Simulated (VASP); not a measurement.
# KYSe2 (P4/mmm) in VASP: a series of runs, part 2 of 2

VASP 6.6.1. Earlier steps stand in the parts before.

**4. Single point, PBE**

This run uses another cell than the first one, of 27.38 Å³/atom.

The input, INCAR:

```
  PREC = Accurate
  ENCUT = 520
  EDIFF = 1E-6
  ISMEAR = 0
  SIGMA = 0.01
  LREAL = False
  LASPH = True
  NELM = 100
  ALGO = Normal
  ISIF = 2
  LWAVE = False
  LCHARG = False
  GGA = PE
  NBANDS = 24
```

The input, KPOINTS:

```
regular mesh
0
Gamma
  6 6 4
```

The input, POSCAR:

```
KYSe2
1.0
    4.3197464719      0.0000000000      0.0000000000
    0.0000000000      4.3197464719      0.0000000000
    0.0000000000      0.0000000000      5.8682761253
K Se Y
1 2 1
Direct
    0.0000000000      0.0000000000      0.0000000000
    0.0000000000      0.0000000000      0.5000000000
    0.5000000000      0.5000000000      0.0000000000
    0.5000000000      0.5000000000      0.5000000000
```

Potentials or basis: VASP PAW PBE potentials, release 64 (K_sv, Se, Y_sv).

On the command line:

```
cat potpaw_PBE.64/K_sv/POTCAR potpaw_PBE.64/Se/POTCAR potpaw_PBE.64/Y_sv/POTCAR > POTCAR
mpirun -np 1 vasp_std > vasp.out
```

OUTCAR:

```text
PREC = Accurate
   ENCUT = 520
   EDIFF = 1E-6
   ISMEAR = 0
   LREAL = False
   LASPH = True
   NELM = 100
   ISIF = 2
   GGA = PE

 ion  position               nearest neighbor table
   1  0.000  0.000  0.000-   2 2.93   2 2.93   3 3.05   3 3.05   3 3.05   3 3.05
   2  0.000  0.000  0.500-   1 2.93   1 2.93   4 3.05   4 3.05   4 3.05   4 3.05
   3  0.500  0.500  0.000-   4 2.93   4 2.93   1 3.05   1 3.05   1 3.05   1 3.05
   4  0.500  0.500  0.500-   3 2.93   3 2.93   2 3.05   2 3.05   2 3.05   2 3.05

  LATTYP: Found a simple tetragonal cell.
 ALAT       =     4.3197464719
 C/A-ratio  =     1.3584769762

  Lattice vectors:

 A1 = (   4.3197464719,   0.0000000000,   0.0000000000)
 A2 = (   0.0000000000,   4.3197464719,   0.0000000000)
 A3 = (   0.0000000000,   0.0000000000,   5.8682761253)

Analysis of symmetry for initial positions (statically):
=====================================================================
 Subroutine PRICEL returns:
 Original cell was already a primitive cell.

 Routine SETGRP: Setting up the symmetry group for a
 simple tetragonal supercell.

 Subroutine GETGRP returns: Found 16 space group operations
 (whereof 16 operations were pure point group operations)
 out of a pool of 16 trial point group operations.

The static configuration has the point symmetry D_4h.

Analysis of symmetry for dynamics (positions and initial velocities):
=====================================================================
 Subroutine PRICEL returns:
 Original cell was already a primitive cell.

 Routine SETGRP: Setting up the symmetry group for a
 simple tetragonal supercell.

 Subroutine GETGRP returns: Found 16 space group operations
 (whereof 16 operations were pure point group operations)
 out of a pool of 16 trial point group operations.

The dynamic configuration has the point symmetry D_4h.

 Subroutine INISYM returns: Found 16 space group operations
 (whereof 16 operations are pure point group operations),
 and found     1 'primitive' translations

----------------------------------------------------------------------------------------

                                     Primitive cell

  volume of cell :     109.5033

  direct lattice vectors                    reciprocal lattice vectors
     4.319746472  0.000000000  0.000000000     0.231495067  0.000000000  0.000000000
     0.000000000  4.319746472  0.000000000     0.000000000  0.231495067  0.000000000
     0.000000000  0.000000000  5.868276125     0.000000000  0.000000000  0.170407796

  length of vectors
     4.319746472  4.319746472  5.868276125     0.231495067  0.231495067  0.170407796

  position of ions in fractional coordinates (direct lattice)
     0.000000000  0.000000000  0.000000000
     0.000000000  0.000000000  0.500000000
     0.500000000  0.500000000  0.000000000
     0.500000000  0.500000000  0.500000000

  ion indices of the primitive-cell ions
   primitive index   ion index
                 1           1
                 2           2
                 3           3
                 4           4

----------------------------------------------------------------------------------------

 KPOINTS: regular mesh

Automatic generation of k-mesh.
 Grid dimensions read from file:
 generate k-points for:    6    6    4

 Generating k-lattice:

  Cartesian coordinates                     Fractional coordinates (reciprocal lattice)
     0.038582511  0.000000000  0.000000000     0.166666667  0.000000000  0.000000000
     0.000000000  0.038582511  0.000000000     0.000000000  0.166666667  0.000000000
     0.000000000  0.000000000  0.042601949     0.000000000  0.000000000  0.250000000

  Length of vectors
     0.038582511  0.038582511  0.042601949

  Shift w.r.t. Gamma in fractional coordinates (k-lattice)
     0.000000000  0.000000000  0.000000000

 Subroutine IBZKPT returns following result:
 ===========================================

 Found     30 irreducible k-points:

 Following reciprocal coordinates:
            Coordinates               Weight
  0.000000  0.000000  0.000000      1.000000
  0.166667  0.000000  0.000000      4.000000
  0.333333  0.000000  0.000000      4.000000
  0.500000  0.000000  0.000000      2.000000
  0.166667  0.166667  0.000000      4.000000
  0.333333  0.166667  0.000000      8.000000
[... 16 lines left out ...]
  0.333333  0.000000  0.500000      4.000000
  0.500000  0.000000  0.500000      2.000000
 [... further k-points ...]
   k-points           NKPTS =     30   k-points in BZ     NKDIM =     30   number of bands    NBANDS=     24
   number of dos      NEDOS =    301   number of ions     NIONS =      4
   total plane-waves  NPLWV =  49152
   dimension x,y,z NGX =    32 NGY =   32 NGZ =   48
   dimension x,y,z NGXF=    64 NGYF=   64 NGZF=   96
   ions per type =               1   2   1
   NGX,Y,Z   is equivalent  to a cutoff of  12.32, 12.32, 13.60 a.u.
   NGXF,Y,Z  is equivalent  to a cutoff of  24.63, 24.63, 27.20 a.u.
 SYSTEM =  unknown system
   PREC   = accura    normal or accurate (medium, high low for compatibility)
   ISTART =      0    job   : 0-new  1-cont  2-samecut
   ICHARG =      2    charge: 1-file 2-atom 10-const
   ISPIN  =      1    spin polarized calculation?
   LNONCOLLINEAR =      F non collinear calculations
   LSORBIT =      F    spin-orbit coupling
   LASPH  =      T    aspherical Exc in radial PAW
   ENCUT  =  520.0 eV  38.22 Ry    6.18 a.u.   8.03  8.03 10.91*2*pi/ulx,y,z
   NELM   =    100;   NELMIN=  2; NELMDL= -5     # of ELM steps
   EDIFF  = 0.1E-05   stopping-criterion for ELM
   LREAL  =      F    real-space projection
[... 7 lines left out ...]
   TEBEG  =    0.0;   TEEND  =   0.0 temperature during run
   PSTRESS=    0.0 pullay stress
   NELECT =      32.0000    total number of electrons
   NUPDOWN=      -1.0000    fix difference up-down
   EMIN   =  10.00;   EMAX   =-10.00  energy-range for DOS
   EFERMI =   0.00;   METHOD = LEGACY
   ISMEAR =     0;   SIGMA  =   0.01  broadening in eV -4-tet -1-fermi 0-gaus
   EFERMI_NEDOS =   21; number of points for ismear=-14 and -15
   IALGO  =     38    algorithm
   IMIX   =      4    mixing-type and parameters
     AMIX     =   0.40;   BMIX     =  1.00
     AMIX_MAG =   1.60;   BMIX_MAG =  1.00
  volume/ion in A,a.u.               =      27.38       184.74
  Fermi-wavevector in a.u.,A,eV,Ry     =   1.086382  2.052964 16.057941  1.180225
  Thomas-Fermi vector in A             =   2.222517
   LORBIT       =      0    0 simple, 1 ext, 2 COOP (PROOUT), +10 PAW based schemes
   GGA     = PE    functional components
   LHFCALC =     F    Hartree Fock is set to
   AEXX    =    0.0000 exact exchange contribution
   IVDW    =     0    specifies the selected vdW correction
   LEPSILON=     F    determine dielectric tensor
   LRPA    =     F    only Hartree local field effects (RPA)
 non-spin polarized calculation
 Gauss-broadening in eV      SIGMA  =   0.01
  energy-cutoff  :      520.00
  volume of cell :      109.50
 maximum number of plane-waves:      2976
   NGX = 17   NGY = 17   NGZ = 21

 number of electron      32.0000004 magnetization

 Free energy of the ion-electron system (eV)
  ---------------------------------------------------
  ext. energy  EPLUGINS =         0.00000000
  ---------------------------------------------------
  free energy    TOTEN  =       -20.28618736 eV

  energy without entropy =      -20.28618736  energy(sigma->0) =      -20.28618736

 E-fermi :   2.2985     XC(G=0):  -9.0832

 val. band max:        2.2161464735   @ k =   0.0000   0.0000   0.0000
 cond. band min:       2.4046283164   @ k =   0.0000   0.0000   0.0000
 fundamental gap:      0.1884818429
 Fermi energy:         2.2985232652

 k-point     1 :       0.0000    0.0000    0.0000
  band No.  band energies     occupation
      1     -41.2525      2.00000
      2     -26.1512      2.00000
      3     -21.2051      2.00000
      4     -21.2051      2.00000
      5     -21.0683      2.00000
      6     -10.2931      2.00000
[... 16 lines left out ...]
     23       7.3707      0.00000
     24       8.1445      0.00000
[... 598 lines left out ...]
      2     -26.1438      2.00000
      3     -21.2614      2.00000
      4     -21.1973      2.00000
      5     -21.0708      2.00000
      6     -10.6850      2.00000
[... 16 lines left out ...]
     23       8.2900      0.00000
     24       9.1635      0.00000

 [... further k-points ...]

------------------------ aborting loop because EDIFF is reached ----------------------------------------

  FORCE on cell =-STRESS in cart. coord.  units (eV):
  Direction    XX          YY          ZZ          XY          YZ          ZX
  --------------------------------------------------------------------------------------
  -------------------------------------------------------------------------------------
  Total        0.4684981      0.4684981      0.5271007      0.0000000      0.0000000      0.0000000
  in kB        6.8547454      6.8547454      7.7121792      0.0000000      0.0000000      0.0000000
  external PRESSURE =       7.1405567 kB  Pullay stress =       0.0000000 kB

 VOLUME and BASIS-vectors are now :
 -----------------------------------------------------------------------------
  energy-cutoff  :      520.00
  volume of cell :      109.50
      direct lattice vectors                 reciprocal lattice vectors
     4.319746472  0.000000000  0.000000000     0.231495067  0.000000000  0.000000000
     0.000000000  4.319746472  0.000000000     0.000000000  0.231495067  0.000000000
     0.000000000  0.000000000  5.868276125     0.000000000  0.000000000  0.170407796

 POSITION                                       TOTAL-FORCE (eV/Angst)
 -----------------------------------------------------------------------------------
      0.00000      0.00000      0.00000         0.000000      0.000000      0.000000
      0.00000      0.00000      2.93414         0.000000      0.000000      0.000000
      2.15987      2.15987      0.00000         0.000000      0.000000      0.000000
      2.15987      2.15987      2.93414         0.000000      0.000000      0.000000
 -----------------------------------------------------------------------------------
    total drift:                                0.000000     -0.000000     -0.000000

  FREE ENERGIE OF THE ION-ELECTRON SYSTEM (eV)
  ---------------------------------------------------
  free  energy   TOTEN  =       -20.2861873614 eV

  energy  without entropy=      -20.2861873614  energy(sigma->0) =      -20.28618736
```

stdout:

```text
POSCAR found type information on POSCAR K SeY
 POSCAR found :  3 types and       4 ions
 scaLAPACK will be used
 LDA part: xc-table for (Slater+PW92), standard interpolation
 POSCAR, INCAR and KPOINTS ok, starting setup
 FFT: planning ... GRIDC
 FFT: planning ... GRID_SOFT
 FFT: planning ... GRID
 WAVECAR not read
 entering main loop
```

It took 32 s on 1 thread of Intel Xeon 6975P-C (Granite Rapids), shared host; peak memory 0.27 GiB.

Results:

* Free energy: -20.2862 eV
* Pressure: 0.7 GPa
* Band gap on the k mesh: 0.19 eV

Levels at points of the mesh, in eV from the valence-band top:
| k point | band 12 | band 13 | band 14 | band 15 | band 16 | band 17 | band 18 | band 19 | band 20 | band 21 |
| --- | --- | --- | --- | --- | --- | --- | --- | --- | --- | --- |
| (0.00, 0.00, 0.00) | -1.81 | -1.81 | -0.41 | 0.00 | 0.00 | 0.19 | 1.89 | 1.90 | 2.07 | 2.07 |
| (0.50, 0.00, 0.00) | -2.75 | -1.76 | -1.70 | -1.59 | -0.60 | 2.40 | 2.69 | 2.77 | 3.14 | 4.69 |
| (0.50, 0.50, 0.00) | -3.02 | -1.21 | -1.03 | -0.66 | -0.66 | 0.89 | 0.89 | 2.75 | 3.02 | 3.37 |
| (0.00, 0.00, 0.50) | -2.22 | -1.82 | -1.82 | -0.49 | -0.49 | 0.27 | 1.91 | 2.05 | 3.28 | 3.28 |
| (0.50, 0.00, 0.50) | -2.98 | -2.80 | -2.41 | -0.94 | -0.87 | 2.81 | 3.35 | 3.40 | 3.70 | 4.58 |
| (0.50, 0.50, 0.50) | -2.98 | -2.59 | -1.81 | -1.42 | -1.42 | 2.66 | 2.66 | 2.83 | 3.06 | 3.38 |

Caveat: semilocal functionals underestimate gaps, and a narrow one can read as zero. A k mesh can miss the band edges.

**5. The runs side by side**

| cell | gap on the mesh (eV) | pressure (GPa) |
| --- | --- | --- |
| a = 4.250, b = 4.250, c = 5.768 Å, 4 atoms | 0.11 | 3.6 |
| a = 4.295, b = 4.295, c = 5.828 Å, 4 atoms | 0.17 | 1.7 |
| a = 4.320, b = 4.320, c = 5.868 Å, 4 atoms | 0.19 | 0.7 |

Alike in all rows: task single point; level PBE; potentials or basis VASP PAW PBE potentials, release 64 (K_sv, Se, Y_sv); no spin polarisation; k mesh 6 × 6 × 4; cutoff (eV) 520; smearing gaussian 0.01 eV.

Caveats: semilocal functionals underestimate gaps, and a narrow one can read as zero; the cell stands under pressure (at least some runs).

Absolute energies hang on the potentials; compare differences alone.
